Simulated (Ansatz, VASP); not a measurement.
One calculation of ZnF2, two programs

```
Zn F
1.0
     4.70480    0.00000    0.00000
     0.00000    4.70480    0.00000
     0.00000    0.00000    3.13380
Zn F
2 4
Cartesian
  0.0000 0.0000 0.0000
  2.3524 2.3524 1.5669
  1.4227 1.4227 0.0000
  0.9297 3.7751 1.5669
  3.2821 3.2821 0.0000
  3.7751 0.9297 1.5669
```

Alike in both runs: task single point; functional PBE; k mesh 6 × 6 × 8; no spin polarisation.

|  | VASP | Ansatz |
| --- | --- | --- |
| version | VASP 6.6.1 | Ansatz 0.2.0 |
| potentials or method | VASP PAW PBE potentials, release 64 (Zn, F), cutoff 600 eV | plane waves, PAW |
| occupations | gaussian, width 0.01 eV | fixed |
| valence electrons in the cell | 52 | 52 |

|  | VASP | Ansatz | Ansatz less VASP |
| --- | --- | --- | --- |
| gap on the k mesh at the Fermi level (eV) | 3.48 | 3.56 | +0.080 |
